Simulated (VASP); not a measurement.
# BaO in VASP: relaxation of the atoms with PBEsol

Aim: the relaxation of the atoms of BaO with PBEsol.

Program: VASP 6.6.1. These are calculated values, not measurements. Logs are shortened: lines on timing, memory, paths and dates and some standing lists are left out, and cuts for length are marked.

### 1 The cell of the first run

The cell holds a slab with vacuum, 4 atoms: a = 3.882 Å, b = 5.490 Å, c = 17.941 Å, α = 90.00°, β = 90.00°, γ = 90.00°.

### 2 Relaxation of the atoms, PBEsol

Input file INCAR:

```
  PREC = Accurate
  ENCUT = 520
  EDIFF = 1E-7
  ISMEAR = -1
  SIGMA = 0.02
  LREAL = False
  LASPH = True
  NELM = 120
  ALGO = Normal
  ISIF = 2
  LWAVE = False
  LCHARG = False
  LDIPOL = True
  IDIPOL = 3
  DIPOL = 0.5 0.5 0.500
  GGA = PS
  IBRION = 2
  NSW = 60
  EDIFFG = -0.01
  GGA_COMPAT = False
  NELMIN = 4
  NELMDL = -8
  KPAR = 4
```

Input file KPOINTS:

```
Automatic mesh
0
Gamma
  8 6 1
```

Input file POSCAR:

```
BaO
1.0
    3.8822780781      0.0000000000      0.0000000000
    0.0000000000      5.4903703110      0.0000000000
    0.0000000000      0.0000000000     17.9411000000
Ba O
2 2
Direct
    0.7500000000      0.0000000000      0.4459024519
    0.2500000000      0.5000000000      0.5540975481
    0.7500000000      0.5000000000      0.4459024519
    0.2500000000      0.0000000000      0.5540975481
```

Potentials or basis: VASP PAW PBE potentials, release 64 (Ba_sv, O).

Started as:

```sh
$ cat potpaw_PBE.64/Ba_sv/POTCAR potpaw_PBE.64/O/POTCAR > POTCAR
$ mpirun -np 4 vasp_std > vasp.out
```

OUTCAR:

```text
PREC = Accurate
   ENCUT = 520
   EDIFF = 1E-7
   ISMEAR = -1
   LREAL = False
   LASPH = True
   NELM = 120
   ISIF = 2
   GGA = PS
   IBRION = 2
   NSW = 60
   EDIFFG = -0.01
   NELMIN = 4
   NELMDL = -8

 ion  position               nearest neighbor table
   1  0.750  0.000  0.446-   3 2.75   3 2.75   4 2.75   4 2.75   2 3.88   2 3.88   2 3.88   2 3.88

   2  0.250  0.500  0.554-   4 2.75   4 2.75   3 2.75   3 2.75   1 3.88   1 3.88   1 3.88   1 3.88

   3  0.750  0.500  0.446-   1 2.75   1 2.75   2 2.75   2 2.75
   4  0.250  0.000  0.554-   2 2.75   2 2.75   1 2.75   1 2.75

  LATTYP: Found a simple orthorhombic cell.
 ALAT       =     3.8822780781
 B/A-ratio  =     1.4142135624
 C/A-ratio  =     4.6212815360

  Lattice vectors:

 A1 = (   3.8822780781,   0.0000000000,   0.0000000000)
 A2 = (   0.0000000000,   5.4903703110,   0.0000000000)
 A3 = (   0.0000000000,   0.0000000000,  17.9411000000)

Analysis of symmetry for initial positions (statically):
=====================================================================
 Subroutine PRICEL returns:
 Original cell was already a primitive cell.

 Routine SETGRP: Setting up the symmetry group for a
 simple orthorhombic supercell.

 Subroutine GETGRP returns: Found  8 space group operations
 (whereof  2 operations were pure point group operations)
 out of a pool of  8 trial point group operations.

The static configuration has the point symmetry C_1h.
 The point group associated with its full space group is D_2h.

Analysis of symmetry for dynamics (positions and initial velocities):
=====================================================================
 Subroutine PRICEL returns:
 Original cell was already a primitive cell.

 Routine SETGRP: Setting up the symmetry group for a
 simple orthorhombic supercell.

 Subroutine GETGRP returns: Found  8 space group operations
 (whereof  2 operations were pure point group operations)
 out of a pool of  8 trial point group operations.

The dynamic configuration has the point symmetry C_1h.
 The point group associated with its full space group is D_2h.

 Subroutine INISYM returns: Found  8 space group operations
 (whereof  2 operations are pure point group operations),
 and found     1 'primitive' translations

----------------------------------------------------------------------------------------

                                     Primitive cell

  volume of cell :     382.4171

  direct lattice vectors                    reciprocal lattice vectors
     3.882278078  0.000000000  0.000000000     0.257580724  0.000000000  0.000000000
     0.000000000  5.490370311  0.000000000     0.000000000  0.182137077  0.000000000
     0.000000000  0.000000000 17.941100000     0.000000000  0.000000000  0.055737942

  length of vectors
     3.882278078  5.490370311 17.941100000     0.257580724  0.182137077  0.055737942

  position of ions in fractional coordinates (direct lattice)
     0.750000000  0.000000000  0.445902452
     0.250000000  0.500000000  0.554097548
     0.750000000  0.500000000  0.445902452
     0.250000000  0.000000000  0.554097548

  ion indices of the primitive-cell ions
   primitive index   ion index
                 1           1
                 2           2
                 3           3
                 4           4

----------------------------------------------------------------------------------------

 KPOINTS: Automatic mesh

Automatic generation of k-mesh.
 Grid dimensions read from file:
 generate k-points for:    8    6    1

 Generating k-lattice:

[... 42 lines left out ...]
   dimension x,y,z NGXF=    60 NGYF=   84 NGZF=  280
   ions per type =               2   2
   NGX,Y,Z   is equivalent  to a cutoff of  12.85, 12.72, 12.97 a.u.
   NGXF,Y,Z  is equivalent  to a cutoff of  25.69, 25.43, 25.95 a.u.
 SYSTEM =  unknown system
   PREC   = accura    normal or accurate (medium, high low for compatibility)
   ISTART =      0    job   : 0-new  1-cont  2-samecut
   ICHARG =      2    charge: 1-file 2-atom 10-const
   ISPIN  =      1    spin polarized calculation?
   LNONCOLLINEAR =      F non collinear calculations
   LSORBIT =      F    spin-orbit coupling
   LASPH  =      T    aspherical Exc in radial PAW
   ENCUT  =  520.0 eV  38.22 Ry    6.18 a.u.   7.22 10.21 33.36*2*pi/ulx,y,z
   NELM   =    120;   NELMIN=  4; NELMDL= -8     # of ELM steps
   EDIFF  = 0.1E-06   stopping-criterion for ELM
   LREAL  =      F    real-space projection
   EDIFFG = -.1E-01   stopping-criterion for IOM
   NSW    =     60    number of steps for IOM
   IBRION =      2    ionic relax: 0-MD 1-quasi-New 2-CG
   NFREE  =      1    steps in history (QN), initial steepest desc. (CG)
   ISIF   =      2    stress and relaxation
   ISYM   =      2    0-nonsym 1-usesym 2-fastsym
   POTIM  = 0.5000    time-step for ionic-motion
   TEBEG  =    0.0;   TEEND  =   0.0 temperature during run
   PSTRESS=    0.0 pullay stress
   NELECT =      32.0000    total number of electrons
   NUPDOWN=      -1.0000    fix difference up-down
   EMIN   =  10.00;   EMAX   =-10.00  energy-range for DOS
   EFERMI =   0.00;   METHOD = LEGACY
   ISMEAR =    -1;   SIGMA  =   0.02  broadening in eV -4-tet -1-fermi 0-gaus
   EFERMI_NEDOS =   21; number of points for ismear=-14 and -15
   IALGO  =     38    algorithm
   IMIX   =      4    mixing-type and parameters
     AMIX     =   0.40;   BMIX     =  1.00
     AMIX_MAG =   1.60;   BMIX_MAG =  1.00
  volume/ion in A,a.u.               =      95.60       645.17
  Fermi-wavevector in a.u.,A,eV,Ry     =   0.716054  1.353146  6.976158  0.512733
  Thomas-Fermi vector in A             =   1.804375
   LORBIT       =      0    0 simple, 1 ext, 2 COOP (PROOUT), +10 PAW based schemes
   GGA     = PS    functional components
   LHFCALC =     F    Hartree Fock is set to
   AEXX    =    0.0000 exact exchange contribution
   IVDW    =     0    specifies the selected vdW correction
   LEPSILON=     F    determine dielectric tensor
   LRPA    =     F    only Hartree local field effects (RPA)
 conjugate gradient relaxation of ions
 non-spin polarized calculation
  energy-cutoff  :      520.00
  volume of cell :      382.42
 maximum number of plane-waves:     10333
 NGX is ok and might be reduce to    30
   NGX = 15   NGY = 21   NGZ = 67

--------------------------------------- Ionic step        1  -------------------------------------------

 number of electron      32.0000008 magnetization

 Free energy of the ion-electron system (eV)
  ---------------------------------------------------
  ext. energy  EPLUGINS =         0.00000000
  ---------------------------------------------------
  free energy    TOTEN  =       -22.37838822 eV

  energy without entropy =      -22.37838822  energy(sigma->0) =      -22.37838822

------------------------ aborting loop because EDIFF is reached ----------------------------------------

  FORCE on cell =-STRESS in cart. coord.  units (eV):
  Direction    XX          YY          ZZ          XY          YZ          ZX
  --------------------------------------------------------------------------------------
  -------------------------------------------------------------------------------------
  Total       -0.4700823     -7.6495064     -5.6090500      0.0000000      0.0000000     -0.0000000
  in kB       -1.9694600    -32.0484222    -23.4997124      0.0000000      0.0000000     -0.0000000
  external PRESSURE =     -19.1725315 kB  Pullay stress =       0.0000000 kB
[... 95 lines left out ...]
  FREE ENERGIE OF THE ION-ELECTRON SYSTEM (eV)
  ---------------------------------------------------
  free  energy   TOTEN  =       -23.2222585318 eV

  energy  without entropy=      -23.2222585318  energy(sigma->0) =      -23.22225853

[... ionic steps 4 to 8 ...]

--------------------------------------- Ionic step        9  -------------------------------------------

 number of electron      32.0000010 magnetization

------------------------ aborting loop because EDIFF is reached ----------------------------------------
[... 33 lines left out ...]
--------------------------------------- Ionic step       10  -------------------------------------------

 number of electron      32.0000010 magnetization

 dipolmoment           0.000000      0.000000      0.000000 electrons x Angstroem

------------------------ aborting loop because EDIFF is reached ----------------------------------------

  FORCE on cell =-STRESS in cart. coord.  units (eV):
  Direction    XX          YY          ZZ          XY          YZ          ZX
  --------------------------------------------------------------------------------------
  -------------------------------------------------------------------------------------
  Total        2.7710466     -4.4053192     -0.0077260      0.0000000      0.0000000      0.0000000
  in kB       11.6095949    -18.4565543     -0.0323688      0.0000000      0.0000000      0.0000000
  external PRESSURE =      -2.2931094 kB  Pullay stress =       0.0000000 kB
[... 25 lines left out ...]
--------------------------------------- Ionic step       11  -------------------------------------------

 number of electron      32.0000010 magnetization

 dipolmoment           0.000000      0.000000     -0.000000 electrons x Angstroem

 Free energy of the ion-electron system (eV)
  ---------------------------------------------------
  ext. energy  EPLUGINS =         0.00000000
  ---------------------------------------------------
  free energy    TOTEN  =       -23.36556758 eV

  energy without entropy =      -23.36556758  energy(sigma->0) =      -23.36556758

 E-fermi :  -1.6458     XC(G=0):  -2.8834

 val. band max:       -2.0693689312   @ k =   0.0000   0.0000   0.0000
 cond. band min:      -0.1284998129   @ k =   0.0000   0.0000   0.0000
 fundamental gap:      1.9408691183
 Fermi energy:        -1.6458098597

 k-point     1 :       0.0000    0.0000    0.0000
  band No.  band energies     occupation
      1     -27.8405      2.00000
      2     -27.6279      2.00000
      3     -17.2156      2.00000
      4     -17.1811      2.00000
      5     -13.4379      2.00000
      6     -12.9049      2.00000
[... 449 lines left out ...]
     19       2.5085      0.00000
     20       2.5085      0.00000

------------------------ aborting loop because EDIFF is reached ----------------------------------------

 vacuum level on the upper side and lower side of the slab       (xc-potential included)        -0.070        -0.070

  FORCE on cell =-STRESS in cart. coord.  units (eV):
  Direction    XX          YY          ZZ          XY          YZ          ZX
  --------------------------------------------------------------------------------------
  -------------------------------------------------------------------------------------
  Total        2.7279037     -4.4236646     -0.0420508      0.0000000      0.0000000      0.0000000
  in kB       11.4288431    -18.5334140     -0.1761763      0.0000000      0.0000000      0.0000000
  external PRESSURE =      -2.4269158 kB  Pullay stress =       0.0000000 kB
[... 19 lines left out ...]
  FREE ENERGIE OF THE ION-ELECTRON SYSTEM (eV)
  ---------------------------------------------------
  free  energy   TOTEN  =       -23.3655675821 eV

  energy  without entropy=      -23.3655675821  energy(sigma->0) =      -23.36556758

 reached required accuracy - stopping structural energy minimisation

 vacuum level on the upper side and lower side of the slab         0.866         0.866
```

Wall time 16 min (4 MPI ranks of AMD EPYC 7R43 (Zen 3), shared host); peak memory 0.52 GiB.

Results:

```yaml
Free_energy: -23.3656 eV
Energy_gained_by_relaxing: 246.8 meV/atom
Ionic_steps: 11
Largest_force_after_relaxing: 0.003 eV/Å
Band_gap_on_the_k_mesh: 1.94 eV
```

Forces in eV/Å, atoms in the order of the input:
```
Ba   0.000  0.000 -0.003
Ba   0.000  0.000  0.003
O    0.000  0.000  0.001
O    0.000  0.000 -0.001
```

The path:
```csv
step,energy change (eV),largest force (eV/Å),pressure (GPa)
1,0.0000,1.7975,-1.92
2,-0.3879,1.5392,-1.46
3,-0.8439,0.6473,0.33
4,-0.8456,0.4967,0.15
5,-0.8459,0.5475,0.21
6,-0.8968,0.4526,0.12
7,-0.9828,0.0857,-0.19
8,-0.9870,0.0435,-0.29
9,-0.9870,0.0294,-0.28
10,-0.9872,0.0161,-0.23
11,-0.9872,0.0034,-0.24
```

Final structure:
```
Ba O
1.0
     3.88228    0.00000    0.00000
     0.00000    5.49037    0.00000
     0.00000    0.00000   17.94110
Ba O
2 2
Cartesian
  2.9117 0.0000 8.0237
  0.9706 2.7452 9.9174
  2.9117 2.7452 8.4589
  0.9706 0.0000 9.4822
```

Caveat: the PAW data sets were made with another functional, which shifts forces and pressure a little; spin-orbit coupling is left out, which moves the levels of the heavy elements.
